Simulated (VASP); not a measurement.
# Nb3Te8Mo in VASP: notebook

Nb3Te8Mo is run at these levels: PBE; tasks: relaxation of cell and atoms, single point.

Program: VASP 6.6.1. These are calculated values, not measurements. Logs are shortened: lines on timing, memory, paths and dates and some standing lists are left out, and cuts for length are marked.

## 1. The cell of the first run

The structure is trigonal, space group P-3m1 (No. 164). The conventional cell has a = 3.722 Å, b = 3.722 Å, c = 28.602 Å, α = 90.00°, β = 90.00°, γ = 120.00°. Within 3.8 Å of Nb (site symmetry 3m) lie 6 Te at 2.82 Å and 6 Nb at 3.72 Å. Nb (site symmetry -3m) has 6 Te at 2.82 Å and 6 Nb at 3.72 Å within 3.8 Å. Te (site symmetry 3m) has 3 Mo at 2.82 Å and 6 Te at 3.72 Å within 3.8 Å. Te (site symmetry 3m) has 3 Nb at 2.82 Å and 6 Te at 3.72 Å within 3.8 Å. Te (site symmetry 3m) has 3 Nb at 2.82 Å and 6 Te at 3.72 Å within 3.8 Å. Te (site symmetry 3m) has 3 Nb at 2.82 Å and 6 Te at 3.72 Å within 3.8 Å. Within 3.8 Å of Mo (site symmetry -3m) lie 6 Te at 2.82 Å and 6 Mo at 3.72 Å.

## 2. Relaxation of cell and atoms, PBE

Input file INCAR:

```
SYSTEM = Nb3Te8Mo
  ALGO = Normal
  EDIFF = 1E-7
  EDIFFG = -0.04
  ENCUT = 500
  GGA = PE
  GGA_COMPAT = .FALSE.
  IBRION = 2
  ISIF = 3
  ISMEAR = 0
  LASPH = .TRUE.
  LCHARG = .FALSE.
  LREAL = .FALSE.
  LWAVE = .FALSE.
  NELM = 120
  NELMIN = 4
  NSW = 90
  PREC = Accurate
  SIGMA = 0.1
```

Input file KPOINTS:

```
k-points
0
G
  6 6 1
  0 0 0
```

Input file POSCAR:

```
Nb3Te8Mo
1.0
    3.7215865800      0.0000000000      0.0000000000
   -1.8607932900      3.2229885200      0.0000000000
    0.0000000000      0.0000000000     28.6016927100
Nb Te Mo
3 8 1
Direct
    0.0000000000      0.0000000000      0.7500000000
    0.0000000000      0.0000000000      0.2500000000
    0.0000000000      0.0000000000      0.5000000000
    0.6666666700      0.3333333300      0.9364080600
    0.6666666700      0.3333333300      0.1864080600
    0.6666666700      0.3333333300      0.4364080600
    0.6666666700      0.3333333300      0.6864080600
    0.3333333300      0.6666666700      0.8135919400
    0.3333333300      0.6666666700      0.0635919400
    0.3333333300      0.6666666700      0.3135919400
    0.3333333300      0.6666666700      0.5635919400
    0.0000000000      0.0000000000      0.0000000000
```

Potentials or basis: VASP PAW PBE potentials, release 64 (Nb_sv, Te, Mo_sv).

Launch:

```bash
$ cat potpaw_PBE.64/Nb_sv/POTCAR potpaw_PBE.64/Te/POTCAR potpaw_PBE.64/Mo_sv/POTCAR > POTCAR
$ mpirun -np 1 vasp_std > vasp.out
```

OUTCAR:

```text
SYSTEM = Nb3Te8Mo
   EDIFF = 1E-7
   EDIFFG = -0.04
   ENCUT = 500
   GGA = PE
   IBRION = 2
   ISIF = 3
   ISMEAR = 0
   LASPH = .TRUE.
   LREAL = .FALSE.
   NELM = 120
   NELMIN = 4
   NSW = 90
   PREC = Accurate

 ion  position               nearest neighbor table
   1  0.000  0.000  0.750-   7 2.82   8 2.82   8 2.82   7 2.82   7 2.82   8 2.82
   2  0.000  0.000  0.250-   5 2.82  10 2.82  10 2.82   5 2.82   5 2.82  10 2.82
   3  0.000  0.000  0.500-   6 2.82  11 2.82  11 2.82   6 2.82   6 2.82  11 2.82
   4  0.667  0.333  0.936-  12 2.82  12 2.82  12 2.82
   5  0.667  0.333  0.186-   2 2.82   2 2.82   2 2.82
   6  0.667  0.333  0.436-   3 2.82   3 2.82   3 2.82
   7  0.667  0.333  0.686-   1 2.82   1 2.82   1 2.82
   8  0.333  0.667  0.814-   1 2.82   1 2.82   1 2.82
   9  0.333  0.667  0.064-  12 2.82  12 2.82  12 2.82
  10  0.333  0.667  0.314-   2 2.82   2 2.82   2 2.82
  11  0.333  0.667  0.564-   3 2.82   3 2.82   3 2.82
  12  0.000  0.000  0.000-   4 2.82   9 2.82   9 2.82   4 2.82   4 2.82   9 2.82

  LATTYP: Found a hexagonal cell.
 ALAT       =     3.7215865800
 C/A-ratio  =     7.6853492711

  Lattice vectors:

 A1 = (   3.7215865800,   0.0000000000,   0.0000000000)
 A2 = (  -1.8607932900,   3.2229885200,   0.0000000000)
 A3 = (   0.0000000000,   0.0000000000,  28.6016927100)

Analysis of symmetry for initial positions (statically):
=====================================================================
 Subroutine PRICEL returns:
 Original cell was already a primitive cell.

 Routine SETGRP: Setting up the symmetry group for a
 hexagonal supercell.

 Subroutine GETGRP returns: Found 12 space group operations
 (whereof 12 operations were pure point group operations)
 out of a pool of 24 trial point group operations.

The static configuration has the point symmetry D_3d.

Analysis of symmetry for dynamics (positions and initial velocities):
=====================================================================
 Subroutine PRICEL returns:
 Original cell was already a primitive cell.

 Routine SETGRP: Setting up the symmetry group for a
 hexagonal supercell.

 Subroutine GETGRP returns: Found 12 space group operations
 (whereof 12 operations were pure point group operations)
 out of a pool of 24 trial point group operations.

The dynamic configuration has the point symmetry D_3d.

 Subroutine INISYM returns: Found 12 space group operations
 (whereof 12 operations are pure point group operations),
 and found     1 'primitive' translations

----------------------------------------------------------------------------------------

                                     Primitive cell

  volume of cell :     343.0667

  direct lattice vectors                    reciprocal lattice vectors
     3.721586580  0.000000000  0.000000000     0.268702603  0.155135520  0.000000000
    -1.860793290  3.222988520  0.000000000     0.000000000  0.310271040  0.000000000
     0.000000000  0.000000000 28.601692710     0.000000000  0.000000000  0.034962966

  length of vectors
     3.721586580  3.721586579 28.601692710     0.310271040  0.310271040  0.034962966

  position of ions in fractional coordinates (direct lattice)
     0.000000000  0.000000000  0.750000000
     0.000000000  0.000000000  0.250000000
     0.000000000  0.000000000  0.500000000
     0.666666670  0.333333330  0.936408060
     0.666666670  0.333333330  0.186408060
     0.666666670  0.333333330  0.436408060
     0.666666670  0.333333330  0.686408060
     0.333333330  0.666666670  0.813591940
     0.333333330  0.666666670  0.063591940
     0.333333330  0.666666670  0.313591940
     0.333333330  0.666666670  0.563591940
     0.000000000  0.000000000  0.000000000

  ion indices of the primitive-cell ions
   primitive index   ion index
                 1           1
                 2           2
                 3           3
                 4           4
                 5           5
                 6           6
                 7           7
                 8           8
                 9           9
                10          10
                11          11
                12          12

----------------------------------------------------------------------------------------

 KPOINTS: k-points

Automatic generation of k-mesh.
 Grid dimensions read from file:
 generate k-points for:    6    6    1

 Generating k-lattice:

  Cartesian coordinates                     Fractional coordinates (reciprocal lattice)
     0.044783767  0.025855920  0.000000000     0.166666667 -0.000000000  0.000000000
     0.000000000  0.051711840  0.000000000     0.000000000  0.166666667  0.000000000
     0.000000000  0.000000000  0.034962966     0.000000000  0.000000000  1.000000000

  Length of vectors
     0.051711840  0.051711840  0.034962966

  Shift w.r.t. Gamma in fractional coordinates (k-lattice)
     0.000000000  0.000000000  0.000000000

 Subroutine IBZKPT returns following result:
 ===========================================

 Found      7 irreducible k-points:

 Following reciprocal coordinates:
            Coordinates               Weight
  0.000000  0.000000  0.000000      1.000000
  0.166667 -0.000000  0.000000      6.000000
  0.333333 -0.000000  0.000000      6.000000
  0.500000 -0.000000  0.000000      3.000000
  0.166667  0.166667  0.000000      6.000000
  0.333333  0.166667  0.000000     12.000000
  0.333333  0.333333  0.000000      2.000000
   k-points           NKPTS =      7   k-points in BZ     NKDIM =      7   number of bands    NBANDS=     60
   number of dos      NEDOS =    301   number of ions     NIONS =     12
   total plane-waves  NPLWV = 164640
   dimension x,y,z NGX =    28 NGY =   28 NGZ =  210
   dimension x,y,z NGXF=    56 NGYF=   56 NGZF=  420
   ions per type =               3   8   1
   NGX,Y,Z   is equivalent  to a cutoff of  12.51, 12.51, 12.21 a.u.
   NGXF,Y,Z  is equivalent  to a cutoff of  25.02, 25.02, 24.41 a.u.
 SYSTEM =  Nb3Te8Mo
   PREC   = accura    normal or accurate (medium, high low for compatibility)
   ISTART =      0    job   : 0-new  1-cont  2-samecut
   ICHARG =      2    charge: 1-file 2-atom 10-const
   ISPIN  =      1    spin polarized calculation?
   LNONCOLLINEAR =      F non collinear calculations
   LSORBIT =      F    spin-orbit coupling
   LASPH  =      T    aspherical Exc in radial PAW
   ENCUT  =  500.0 eV  36.75 Ry    6.06 a.u.   6.79  6.79 52.15*2*pi/ulx,y,z
   NELM   =    120;   NELMIN=  4; NELMDL= -5     # of ELM steps
   EDIFF  = 0.1E-06   stopping-criterion for ELM
   LREAL  =      F    real-space projection
   EDIFFG = -.4E-01   stopping-criterion for IOM
   NSW    =     90    number of steps for IOM
   IBRION =      2    ionic relax: 0-MD 1-quasi-New 2-CG
   NFREE  =      1    steps in history (QN), initial steepest desc. (CG)
   ISIF   =      3    stress and relaxation
   ISYM   =      2    0-nonsym 1-usesym 2-fastsym
   POTIM  = 0.5000    time-step for ionic-motion
   TEBEG  =    0.0;   TEEND  =   0.0 temperature during run
   PSTRESS=    0.0 pullay stress
   NELECT =     101.0000    total number of electrons
   NUPDOWN=      -1.0000    fix difference up-down
   EMIN   =  10.00;   EMAX   =-10.00  energy-range for DOS
   EFERMI =   0.00;   METHOD = LEGACY
   ISMEAR =     0;   SIGMA  =   0.10  broadening in eV -4-tet -1-fermi 0-gaus
   EFERMI_NEDOS =   21; number of points for ismear=-14 and -15
   IALGO  =     38    algorithm
   IMIX   =      4    mixing-type and parameters
     AMIX     =   0.40;   BMIX     =  1.00
     AMIX_MAG =   1.60;   BMIX_MAG =  1.00
  volume/ion in A,a.u.               =      28.59       192.93
  Fermi-wavevector in a.u.,A,eV,Ry     =   1.089070  2.058044 16.137506  1.186073
  Thomas-Fermi vector in A             =   2.225265
   LORBIT       =      0    0 simple, 1 ext, 2 COOP (PROOUT), +10 PAW based schemes
   GGA     = PE    functional components
   LHFCALC =     F    Hartree Fock is set to
   AEXX    =    0.0000 exact exchange contribution
   IVDW    =     0    specifies the selected vdW correction
   LEPSILON=     F    determine dielectric tensor
   LRPA    =     F    only Hartree local field effects (RPA)
 conjugate gradient relaxation of ions
 non-spin polarized calculation
 Gauss-broadening in eV      SIGMA  =   0.10
  energy-cutoff  :      500.00
  volume of cell :      343.07
 maximum number of plane-waves:      8726
 NGX is ok and might be reduce to    28
   NGX = 13   NGY = 13   NGZ =105

--------------------------------------- Ionic step        1  -------------------------------------------

 number of electron     100.9999988 magnetization

 Free energy of the ion-electron system (eV)
  ---------------------------------------------------
  ext. energy  EPLUGINS =         0.00000000
  ---------------------------------------------------
  free energy    TOTEN  =       -70.69088333 eV

  energy without entropy =      -70.63655936  energy(sigma->0) =      -70.66372135

------------------------ aborting loop because EDIFF is reached ----------------------------------------

  FORCE on cell =-STRESS in cart. coord.  units (eV):
  Direction    XX          YY          ZZ          XY          YZ          ZX
  --------------------------------------------------------------------------------------
  -------------------------------------------------------------------------------------
  Total       -4.9812491     -4.9812491     -1.1190319      0.0000000      0.0000000      0.0000000
  in kB      -23.2632409    -23.2632409     -5.2260605      0.0000000      0.0000000      0.0000000
  external PRESSURE =     -17.2508474 kB  Pullay stress =       0.0000000 kB
[... 169 lines left out ...]
  energy  without entropy=      -70.7761043205  energy(sigma->0) =      -70.80038861

--------------------------------------- Ionic step        5  -------------------------------------------

 number of electron     100.9999998 magnetization

 Free energy of the ion-electron system (eV)
  ---------------------------------------------------
  ext. energy  EPLUGINS =         0.00000000
  ---------------------------------------------------
  free energy    TOTEN  =       -70.82713636 eV

  energy without entropy =      -70.78051243  energy(sigma->0) =      -70.80382440

 E-fermi :   7.4860     XC(G=0):  -9.9421

 val. band max:        7.4828501379   @ k =   0.0000   0.0000   0.0000
 cond. band min:       7.5652510919   @ k =   0.0000   0.0000   0.0000
 fundamental gap:      0.0824009540
 Fermi energy:         7.4860013177

 k-point     1 :       0.0000    0.0000    0.0000
  band No.  band energies     occupation
      1     -54.0044      2.00000
      2     -47.8956      2.00000
      3     -47.8956      2.00000
      4     -47.8914      2.00000
      5     -28.0864      2.00000
      6     -28.0864      2.00000
[... 469 lines left out ...]
  FREE ENERGIE OF THE ION-ELECTRON SYSTEM (eV)
  ---------------------------------------------------
  free  energy   TOTEN  =       -70.8271363626 eV

  energy  without entropy=      -70.7805124307  energy(sigma->0) =      -70.80382440

 reached required accuracy - stopping structural energy minimisation
```

It took 37 min on 1 thread of Intel Xeon Platinum 8259CL at 2.50GHz (Skylake/Cascade Lake), shared host; peak memory 0.51 GiB.

What came out:

```yaml
Free_energy: -70.8271 eV
Relaxed_volume: 27.63 Å³/atom
Relaxed_cell: a = 3.636 Å, b = 3.636 Å, c = 28.964 Å, α = 90.00°, β = 90.00°, γ = 120.00°
Space_group_after_relaxing_to_0.1_Å: P-3m1 (No. 164)
Energy_gained_by_relaxing: 11.4 meV/atom
Ionic_steps: 5
Pressure_after_relaxing: 0.1 GPa
Largest_force_after_relaxing: 0.036 eV/Å
Band_gap_on_the_k_mesh: zero (an odd number of electrons rules out a gap without spin polarisation)
```

Forces on the atoms (eV/Å):
```
Nb   0.000  0.000  0.001
Nb   0.000  0.000 -0.001
Nb   0.000  0.000  0.000
Te   0.000  0.000  0.036
Te   0.000  0.000  0.019
Te   0.000  0.000  0.028
Te   0.000  0.000  0.014
Te   0.000  0.000 -0.019
Te   0.000  0.000 -0.036
Te   0.000  0.000 -0.014
Te   0.000  0.000 -0.028
Mo   0.000  0.000  0.000
```

The path:
| step | energy change (eV) | largest force (eV/Å) | pressure (GPa) | volume (Å³) |
| --- | --- | --- | --- | --- |
| 1 | 0.0000 | 0.5577 | -1.73 | 343.07 |
| 2 | -0.0622 | 0.4891 | 1.79 | 327.98 |
| 3 | -0.0817 | 0.3547 | 0.58 | 332.80 |
| 4 | -0.1338 | 0.0628 | 0.18 | 331.86 |
| 5 | -0.1363 | 0.0358 | 0.08 | 331.59 |

Final structure:
```
Nb Te Mo
1.0
     3.63584    0.00000    0.00000
    -1.81792    3.14873    0.00000
     0.00000    0.00000   28.96396
Nb Te Mo
3 8 1
Direct
  0.00000 0.00000 0.75000
  0.00000 0.00000 0.25000
  0.00000 0.00000 0.50000
  0.66667 0.33333 0.93770
  0.66667 0.33333 0.18559
  0.66667 0.33333 0.43552
  0.66667 0.33333 0.68556
  0.33333 0.66667 0.81441
  0.33333 0.66667 0.06230
  0.33333 0.66667 0.31444
  0.33333 0.66667 0.56448
  0.00000 0.00000 0.00000
```

Caveat: spin-orbit coupling is left out, which moves the levels of the heavy elements; this functional lacks dispersion, which binds layers or chains, so the pressure and a relaxed spacing across them are unreliable.

## 3. Single point, PBE

This run uses another cell than the first one, of 28.40 Å³/atom.

Input file INCAR:

```
ALGO     = Normal         # electronic algorithm
EDIFF    = 1E-6           # SCF threshold, eV
ENCUT    = 500            # plane-wave cutoff, eV
GGA      = PE             # functional
GGA_COMPAT= False        
ISIF     = 2              # what is computed and relaxed
ISMEAR   = 0              # smearing method
LASPH    = True           # aspherical terms in the spheres
LCHARG   = False          # write CHGCAR
LREAL    = False          # projectors in reciprocal space
LWAVE    = False          # write WAVECAR
NBANDS   = 62             # bands
NELM     = 120            # most SCF steps
PREC     = Accurate       # precision mode
SIGMA    = 0.2            # smearing width, eV
```

Input file KPOINTS:

```
k-points
0
Gamma
  6 6 1
```

Input file POSCAR:

```
Nb3Te8Mo
1.0
    3.6410532831     -0.0001960614      0.0017475833
   -1.8207271834      3.1533398158     -0.0041722623
    0.0128188643     -0.0340344654     29.6817720587
Nb Te Mo
3 8 1
Direct
   -0.0163249437      0.9952695984      0.7495600733
    0.0107659138     -0.0006478131      0.2511417260
    0.0137846596      0.0039835286      0.4993839728
    0.6581830664      0.3333785962      0.9392193596
    0.6772245367      0.3313689714      0.1883396286
    0.6803679940      0.3360237735      0.4366395331
    0.6503150860      0.3273384762      0.6867938198
    0.3171236515      0.6632644773      0.8123474750
    0.3253206114      0.6693173621      0.0606191779
    0.3443595398      0.6673844780      0.3138774494
    0.3471373350      0.6719274630      0.5621612923
   -0.0082574506      0.0013910886      0.9999164924
```

Potentials or basis: VASP PAW PBE potentials, release 64 (Nb_sv, Te, Mo_sv).

Launch:

```bash
$ cat potpaw_PBE.64/Nb_sv/POTCAR potpaw_PBE.64/Te/POTCAR potpaw_PBE.64/Mo_sv/POTCAR > POTCAR
$ mpirun -np 1 vasp_std > vasp.out
```

Run time: 23 min. Hardware: 1 thread of Intel Xeon Platinum 8259CL at 2.50GHz (Skylake/Cascade Lake), shared host; peak memory 0.63 GiB.

The run converged. Its results:

| Quantity | Value |
| --- | --- |
| Free energy | -70.8960 eV |
| Pressure | -0.1 GPa |
| Largest force | 0.013 eV/Å |
| Band gap on the k mesh | zero (an odd number of electrons rules out a gap without spin polarisation) |

Forces on the atoms (eV/Å):
```
Nb   0.002  0.001  0.000
Nb   0.000  0.001 -0.003
Nb  -0.002 -0.001  0.002
Te   0.000  0.001  0.012
Te  -0.001  0.001 -0.007
Te  -0.002  0.000 -0.010
Te   0.001  0.001 -0.007
Te   0.002  0.000  0.004
Te   0.001 -0.001 -0.011
Te   0.000 -0.001  0.008
Te  -0.001 -0.001  0.011
Mo   0.001 -0.001  0.000
```

Stress tensor (GPa, compression positive):
```
-0.11  0.00  0.00
 0.00 -0.11  0.00
 0.00  0.00  0.05
```

Levels at points of the mesh, in eV from the Fermi level:
```csv
k point,band 48,band 49,band 50,band 51,band 52,band 53,band 54,band 55
"(0.00, 0.00, 0.00)",0.07,0.07,0.08,0.08,0.13,0.86,0.86,1.09
"(0.50, 0.00, 0.00)",-0.96,-0.95,-0.67,-0.61,-0.53,0.31,0.85,1.56
"(0.00, 0.50, 0.00)",-0.96,-0.96,-0.67,-0.61,-0.53,0.31,0.85,1.56
"(0.50, 0.50, 0.00)",-0.96,-0.96,-0.67,-0.61,-0.53,0.31,0.85,1.56
```

Caveat: spin-orbit coupling is left out, which moves the levels of the heavy elements.

[end of part 1 of 2]

The gap in the log of VASP goes by the Fermi energy; the results here count the filled bands.